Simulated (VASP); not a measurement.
# SnO (P4/nmm) in VASP: single point with PBEsol

Aim: the single point of SnO with PBEsol.

All numbers are computed with VASP 6.6.1; they aren't measurements. Logs are shortened: lines on timing, memory, paths and dates and some standing lists are left out, and cuts for length are marked.

## Step 1: The cell of the first run

It takes space group P4/nmm (No. 129, tetragonal). The conventional cell has a = 3.806 Å, b = 3.806 Å, c = 4.751 Å, α = 90.00°, β = 90.00°, γ = 90.00°. Within 2.9 Å of Sn (site symmetry 4mm) lie 4 O at 2.22 Å. Within 2.9 Å of O (site symmetry -4m2) lie 4 Sn at 2.22 Å and 4 O at 2.69 Å.

## Step 2: Single point, PBEsol

Input file INCAR:

```
SYSTEM = SnO
PREC = Accurate
ENCUT = 520
EDIFF = 1E-7
ISMEAR = 0
SIGMA = 0.1
LREAL = .False.
LASPH = .True.
NELM = 60
ALGO = Normal
ISIF = 2
LWAVE = .False.
LCHARG = .True.
GGA = PS
LELF = .True.
LVHAR = .True.
NBANDS = 28
```

Input file KPOINTS:

```
regular mesh
0
Gamma
  12 12 10
  0 0 0
```

Input file POSCAR:

```
SnO
1.0
    3.8055705422      0.0000000000      0.0000000000
    0.0000000000      3.8055705422      0.0000000000
    0.0000000000      0.0000000000      4.7510773422
Sn O
2 2
Direct
    0.5000000000      0.0000000000      0.2424939220
    0.0000000000      0.5000000000      0.7575060780
    0.0000000000      0.0000000000      0.0000000000
    0.5000000000      0.5000000000      0.0000000000
```

Potentials or basis: VASP PAW PBE potentials, release 64 (Sn_d, O).

Command:

```console
$ cat potpaw_PBE.64/Sn_d/POTCAR potpaw_PBE.64/O/POTCAR > POTCAR
$ mpirun -np 1 vasp_std > vasp.out
```

OUTCAR:

```text
SYSTEM = SnO
   PREC = Accurate
   ENCUT = 520
   EDIFF = 1E-7
   ISMEAR = 0
   LREAL = .False.
   LASPH = .True.
   NELM = 60
   ISIF = 2
   GGA = PS

 ion  position               nearest neighbor table
   1  0.500  0.000  0.242-   3 2.22   4 2.22   4 2.22   3 2.22   2 3.54   2 3.54   2 3.54   2 3.54
                             2 3.64   2 3.64   2 3.64   2 3.64
   2  0.000  0.500  0.758-   3 2.22   4 2.22   3 2.22   4 2.22   1 3.54   1 3.54   1 3.54   1 3.54
                             1 3.64   1 3.64   1 3.64   1 3.64
   3  0.000  0.000  0.000-   1 2.22   2 2.22   2 2.22   1 2.22
   4  0.500  0.500  0.000-   1 2.22   2 2.22   1 2.22   2 2.22

  LATTYP: Found a simple tetragonal cell.
 ALAT       =     3.8055705422
 C/A-ratio  =     1.2484533632

  Lattice vectors:

 A1 = (   3.8055705422,   0.0000000000,   0.0000000000)
 A2 = (   0.0000000000,   3.8055705422,   0.0000000000)
 A3 = (   0.0000000000,   0.0000000000,   4.7510773422)

Analysis of symmetry for initial positions (statically):
=====================================================================
 Subroutine PRICEL returns:
 Original cell was already a primitive cell.

 Routine SETGRP: Setting up the symmetry group for a
 simple tetragonal supercell.

 Subroutine GETGRP returns: Found 16 space group operations
 (whereof  8 operations were pure point group operations)
 out of a pool of 16 trial point group operations.

The static configuration has the point symmetry D_2d.
 The point group associated with its full space group is D_4h.

Analysis of symmetry for dynamics (positions and initial velocities):
=====================================================================
 Subroutine PRICEL returns:
 Original cell was already a primitive cell.

 Routine SETGRP: Setting up the symmetry group for a
 simple tetragonal supercell.

 Subroutine GETGRP returns: Found 16 space group operations
 (whereof  8 operations were pure point group operations)
 out of a pool of 16 trial point group operations.

The dynamic configuration has the point symmetry D_2d.
 The point group associated with its full space group is D_4h.

 Subroutine INISYM returns: Found 16 space group operations
 (whereof  8 operations are pure point group operations),
 and found     1 'primitive' translations

----------------------------------------------------------------------------------------

                                     Primitive cell

  volume of cell :      68.8068

  direct lattice vectors                    reciprocal lattice vectors
     3.805570542  0.000000000  0.000000000     0.262772688  0.000000000  0.000000000
     0.000000000  3.805570542  0.000000000     0.000000000  0.262772688  0.000000000
     0.000000000  0.000000000  4.751077342     0.000000000  0.000000000  0.210478577

  length of vectors
     3.805570542  3.805570542  4.751077342     0.262772688  0.262772688  0.210478577

  position of ions in fractional coordinates (direct lattice)
     0.500000000  0.000000000  0.242493922
     0.000000000  0.500000000  0.757506078
     0.000000000  0.000000000  0.000000000
     0.500000000  0.500000000  0.000000000

  ion indices of the primitive-cell ions
   primitive index   ion index
                 1           1
                 2           2
                 3           3
                 4           4

----------------------------------------------------------------------------------------

 KPOINTS: regular mesh

Automatic generation of k-mesh.
 Grid dimensions read from file:
 generate k-points for:   12   12   10

 Generating k-lattice:

  Cartesian coordinates                     Fractional coordinates (reciprocal lattice)
     0.021897724  0.000000000  0.000000000     0.083333333  0.000000000  0.000000000
     0.000000000  0.021897724  0.000000000     0.000000000  0.083333333  0.000000000
     0.000000000  0.000000000  0.021047858     0.000000000  0.000000000  0.100000000

  Length of vectors
     0.021897724  0.021897724  0.021047858

  Shift w.r.t. Gamma in fractional coordinates (k-lattice)
     0.000000000  0.000000000  0.000000000

 Subroutine IBZKPT returns following result:
 ===========================================

 Found    168 irreducible k-points:

 Following reciprocal coordinates:
            Coordinates               Weight
  0.000000  0.000000  0.000000      1.000000
  0.083333  0.000000  0.000000      4.000000
  0.166667  0.000000  0.000000      4.000000
  0.250000  0.000000  0.000000      4.000000
  0.333333  0.000000  0.000000      4.000000
  0.416667  0.000000  0.000000      4.000000
[... 16 lines left out ...]
  0.333333  0.333333  0.000000      4.000000
  0.416667  0.333333  0.000000      8.000000
 [... further k-points ...]
   k-points           NKPTS =    168   k-points in BZ     NKDIM =    168   number of bands    NBANDS=     28
   number of dos      NEDOS =    301   number of ions     NIONS =      4
   total plane-waves  NPLWV =  28224
   dimension x,y,z NGX =    28 NGY =   28 NGZ =   36
   dimension x,y,z NGXF=    56 NGYF=   56 NGZF=   72
   ions per type =               2   2
   NGX,Y,Z   is equivalent  to a cutoff of  12.23, 12.23, 12.60 a.u.
   NGXF,Y,Z  is equivalent  to a cutoff of  24.46, 24.46, 25.19 a.u.
 SYSTEM =  SnO
   PREC   = accura    normal or accurate (medium, high low for compatibility)
   ISTART =      0    job   : 0-new  1-cont  2-samecut
   ICHARG =      2    charge: 1-file 2-atom 10-const
   ISPIN  =      1    spin polarized calculation?
   LNONCOLLINEAR =      F non collinear calculations
   LSORBIT =      F    spin-orbit coupling
   LASPH  =      T    aspherical Exc in radial PAW
   ENCUT  =  520.0 eV  38.22 Ry    6.18 a.u.   7.08  7.08  8.83*2*pi/ulx,y,z
   NELM   =     60;   NELMIN=  2; NELMDL= -5     # of ELM steps
   EDIFF  = 0.1E-06   stopping-criterion for ELM
   LREAL  =      F    real-space projection
   EDIFFG = 0.1E-05   stopping-criterion for IOM
   NSW    =      0    number of steps for IOM
   IBRION =     -1    ionic relax: 0-MD 1-quasi-New 2-CG
   NFREE  =      0    steps in history (QN), initial steepest desc. (CG)
   ISIF   =      2    stress and relaxation
   ISYM   =      2    0-nonsym 1-usesym 2-fastsym
   POTIM  = 0.5000    time-step for ionic-motion
   TEBEG  =    0.0;   TEEND  =   0.0 temperature during run
   PSTRESS=    0.0 pullay stress
   NELECT =      40.0000    total number of electrons
   NUPDOWN=      -1.0000    fix difference up-down
   EMIN   =  10.00;   EMAX   =-10.00  energy-range for DOS
   EFERMI =   0.00;   METHOD = LEGACY
   ISMEAR =     0;   SIGMA  =   0.10  broadening in eV -4-tet -1-fermi 0-gaus
   EFERMI_NEDOS =   21; number of points for ismear=-14 and -15
   IALGO  =     38    algorithm
   IMIX   =      4    mixing-type and parameters
     AMIX     =   0.40;   BMIX     =  1.00
     AMIX_MAG =   1.60;   BMIX_MAG =  1.00
  volume/ion in A,a.u.               =      17.20       116.08
  Fermi-wavevector in a.u.,A,eV,Ry     =   1.366315  2.581962 25.399595  1.866818
  Thomas-Fermi vector in A             =   2.492467
   LORBIT       =      0    0 simple, 1 ext, 2 COOP (PROOUT), +10 PAW based schemes
   GGA     = PS    functional components
   LHFCALC =     F    Hartree Fock is set to
   AEXX    =    0.0000 exact exchange contribution
   IVDW    =     0    specifies the selected vdW correction
   LEPSILON=     F    determine dielectric tensor
   LRPA    =     F    only Hartree local field effects (RPA)
 non-spin polarized calculation
 Gauss-broadening in eV      SIGMA  =   0.10
  energy-cutoff  :      520.00
  volume of cell :       68.81
 maximum number of plane-waves:      1872
   NGX = 15   NGY = 15   NGZ = 17

 number of electron      39.9999991 magnetization

 Free energy of the ion-electron system (eV)
  ---------------------------------------------------
  ext. energy  EPLUGINS =         0.00000000
  ---------------------------------------------------
  free energy    TOTEN  =       -24.21465512 eV

  energy without entropy =      -24.21391150  energy(sigma->0) =      -24.21428331

 E-fermi :   7.2686     XC(G=0): -10.5943

 val. band max:        7.2229157212   @ k =   0.0833   0.0833   0.0000
 cond. band min:       7.2874365437   @ k =   0.5000   0.5000   0.1000
 fundamental gap:      0.0645208224
 Fermi energy:         7.2686042849

 k-point     1 :       0.0000    0.0000    0.0000
  band No.  band energies     occupation
      1     -14.7125      2.00000
      2     -14.2692      2.00000
      3     -14.2692      2.00000
      4     -14.2585      2.00000
      5     -14.2172      2.00000
      6     -14.2145      2.00000
[... 20 lines left out ...]
     27      13.8518      0.00000
     28      14.2011      0.00000

 k-point     2 :       0.0833    0.0000    0.0000
  band No.  band energies     occupation
      1     -14.7085      2.00000
      2     -14.2678      2.00000
      3     -14.2672      2.00000
      4     -14.2573      2.00000
      5     -14.2176      2.00000
      6     -14.2117      2.00000
[... 20 lines left out ...]
     27      13.9716      0.00000
     28      14.8031      0.00000

 k-point     3 :       0.1667    0.0000    0.0000
  band No.  band energies     occupation
      1     -14.6973      2.00000
      2     -14.2798      2.00000
      3     -14.2634      2.00000
      4     -14.2613      2.00000
      5     -14.2286      2.00000
      6     -14.2188      2.00000
[... 20 lines left out ...]
     27      14.1073      0.00000
     28      16.0932      0.00000

 k-point     4 :       0.2500    0.0000    0.0000
  band No.  band energies     occupation
      1     -14.6794      2.00000
      2     -14.3614      2.00000
      3     -14.2561      2.00000
      4     -14.2523      2.00000
      5     -14.2268      2.00000
      6     -14.2201      2.00000
[... 20 lines left out ...]
     27      14.3124      0.00000
     28      17.4529      0.00000

 k-point     5 :       0.3333    0.0000    0.0000
  band No.  band energies     occupation
      1     -14.6549      2.00000
      2     -14.4462      2.00000
      3     -14.2465      2.00000
      4     -14.2417      2.00000
      5     -14.2217      2.00000
      6     -14.2213      2.00000
[... 20 lines left out ...]
     27      14.5905      0.00000
     28      17.2525      0.00000

 k-point     6 :       0.4167    0.0000    0.0000
  band No.  band energies     occupation
      1     -14.6219      2.00000
      2     -14.5193      2.00000
      3     -14.2363      2.00000
      4     -14.2317      2.00000
      5     -14.2224      2.00000
      6     -14.2220      2.00000
[... 463 lines left out ...]
      5     -14.2237      2.00000
      6     -14.2194      2.00000
[... 20 lines left out ...]
     27      14.7638      0.00000
     28      15.4610      0.00000

 k-point    22 :       0.5000    0.2500    0.0000
  band No.  band energies     occupation
      1     -14.6181      2.00000
      2     -14.6181      2.00000
      3     -14.2268      2.00000
      4     -14.2268      2.00000
      5     -14.2252      2.00000
      6     -14.2252      2.00000
[... 20 lines left out ...]
     27      15.0848      0.00000
     28      15.0848      0.00000

 k-point    23 :       0.3333    0.3333    0.0000
  band No.  band energies     occupation
      1     -14.6596      2.00000
      2     -14.5753      2.00000
      3     -14.2368      2.00000
      4     -14.2303      2.00000
      5     -14.2253      2.00000
      6     -14.2113      2.00000
[... 20 lines left out ...]
     27      14.3450      0.00000
     28      15.5252      0.00000

 k-point    24 :       0.4167    0.3333    0.0000
  band No.  band energies     occupation
      1     -14.6544      2.00000
      2     -14.6129      2.00000
      3     -14.2331      2.00000
      4     -14.2303      2.00000
      5     -14.2221      2.00000
      6     -14.2074      2.00000
[... 20 lines left out ...]
     27      14.6714      0.00000
     28      15.1537      0.00000

 [... further k-points ...]
[... 5 lines left out ...]
  --------------------------------------------------------------------------------------
  -------------------------------------------------------------------------------------
  Total        0.1010448      0.1010448      0.1080862      0.0000000      0.0000000      0.0000000
  in kB        2.3528434      2.3528434      2.5168016      0.0000000      0.0000000      0.0000000
  external PRESSURE =       2.4074962 kB  Pullay stress =       0.0000000 kB

 VOLUME and BASIS-vectors are now :
 -----------------------------------------------------------------------------
  energy-cutoff  :      520.00
  volume of cell :       68.81
      direct lattice vectors                 reciprocal lattice vectors
     3.805570542  0.000000000  0.000000000     0.262772688  0.000000000  0.000000000
     0.000000000  3.805570542  0.000000000     0.000000000  0.262772688  0.000000000
     0.000000000  0.000000000  4.751077342     0.000000000  0.000000000  0.210478577

 POSITION                                       TOTAL-FORCE (eV/Angst)
 -----------------------------------------------------------------------------------
      1.90279      0.00000      1.15211         0.000000      0.000000      0.085272
      0.00000      1.90279      3.59897        -0.000000      0.000000     -0.085272
      0.00000      0.00000      0.00000         0.000000     -0.000000      0.000000
      1.90279      1.90279      0.00000        -0.000000      0.000000      0.000000
 -----------------------------------------------------------------------------------
    total drift:                                0.000000      0.000000      0.000000

  FREE ENERGIE OF THE ION-ELECTRON SYSTEM (eV)
  ---------------------------------------------------
  free  energy   TOTEN  =       -24.2146551155 eV

  energy  without entropy=      -24.2139114955  energy(sigma->0) =      -24.21428331
```

Run time: 3.6 min. Hardware: 1 thread of Intel Xeon Platinum 8488C (Sapphire Rapids), shared host; peak memory 0.37 GiB.

What came out:

| Property | Result |
| --- | --- |
| Free energy | -24.2147 eV |
| Pressure | 0.2 GPa |
| Largest force | 0.085 eV/Å |
| Band gap on the k mesh | zero (bands 20 and 21 overlap by 0.10 eV) |

Forces on the atoms (eV/Å):
```
Sn   0.000  0.000  0.085
Sn   0.000  0.000 -0.085
O    0.000  0.000  0.000
O    0.000  0.000  0.000
```

Levels at points of the mesh, in eV from the Fermi level:
```csv
k point,band 18,band 19,band 20,band 21,band 22,band 23
"(0.00, 0.00, 0.00)",-3.25,-3.25,-0.06,2.06,4.46,4.51
"(0.50, 0.00, 0.00)",-4.95,-2.83,-2.83,3.20,3.20,5.79
"(0.50, 0.50, 0.00)",-2.57,-1.94,-1.94,-0.14,-0.14,4.36
"(0.00, 0.00, 0.50)",-3.26,-3.05,-2.26,1.53,2.72,2.72
"(0.50, 0.00, 0.50)",-4.90,-1.79,-1.79,2.59,2.59,5.25
"(0.50, 0.50, 0.50)",-2.84,-2.58,-2.58,2.23,2.23,4.10
```

Caveat: semilocal functionals underestimate gaps, so a narrow gap can read as zero; the PAW data sets were made with another functional, which shifts forces and pressure a little; spin-orbit coupling is left out, which moves the levels of the heavy elements.
